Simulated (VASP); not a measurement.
Wanted: the native input for a VASP 6.6.1 run.

| Item | Value |
| --- | --- |
| Task | electric field gradients |
| Functional | PBE |
| Potentials or basis | VASP PAW PBE potentials, release 64 (Ti_sv) |
| Cutoff | 520 eV |
| k mesh | 14 × 14 × 14 |
| Occupations | fermi-dirac, width 0.05 eV |
| Spin | no spin polarisation |
| Dipole correction | no |
| Further INCAR settings | ALGO = Normal; EDIFF = 1e-08; NBANDS = 12 |

The structure of Ti lies in POSCAR:

```
Ti
1.0
    0.0000000000      2.0698140295      2.0698140295
    2.0698140295      0.0000000000      2.0698140295
    2.0698140295      2.0698140295      0.0000000000
Ti
1
Direct
    0.0000000000      0.0000000000      0.0000000000
```

This cell differs from its parent crystal: volume scaled by 1.06.

One way to write it, as run:

INCAR

```
SYSTEM = Ti
PREC = Accurate ; ENCUT = 520
EDIFF = 1E-8 ; ISMEAR = -1
SIGMA = 0.05 ; LREAL = .False.
LASPH = .True. ; NELM = 60
ALGO = Normal ; ISIF = 2
LWAVE = .False. ; LCHARG = .False.
GGA = PE ; LEFG = .True.
NBANDS = 12
```

KPOINTS

```
regular mesh
0
Gamma
  14 14 14
  0 0 0
```

Potentials or basis: VASP PAW PBE potentials, release 64 (Ti_sv).

The run is started by

```bash
$ cat potpaw_PBE.64/Ti_sv/POTCAR > POTCAR
$ mpirun -np 1 vasp_std > vasp.out
```

It gave:

```json
{"Pressure": "-2.2 GPa", "Band gap on the k mesh": "zero (band 6 reaches 8.86 eV, above the bottom of band 7 at 7.62 eV)"}
```

Caveat: without QUAD_EFG the Cq values of the log hold for a quadrupole moment of 1 mb, not for the nuclei.

Wall time 16 s on 1 thread of Intel(R) Xeon(R) Platinum 8375C CPU @ 2.90GHz (Ice Lake), with other jobs on the host, peak memory 0.15 GiB.
